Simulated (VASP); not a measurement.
Crystal: Al.

```
Al
1.0
     0.00000    2.02481    2.02481
     2.02481    0.00000    2.02481
     2.02481    2.02481    0.00000
Al
1
Cartesian
  0.0000 0.0000 0.0000
```

Base run:

| Property | Result |
| --- | --- |
| Program | VASP 6.6.1 |
| Functional | SVWN5 |
| Potentials or basis | VASP PAW PBE potentials, release 64 (Al) |
| Cutoff | 520 eV |
| k mesh | 11 × 11 × 11 |
| Occupations | fermi-dirac, width 0.05 eV |
| Spin | no spin polarisation |

Its results: pressure -3.3 GPa.

Q: The run is repeated on the same cell with these changes: functional from SVWN5 to PBE exchange alone. What comes out?

A: Pressure 9.2 GPa.

Caveats: the PAW data sets were made with another functional, which shifts forces and pressure a little (some runs).
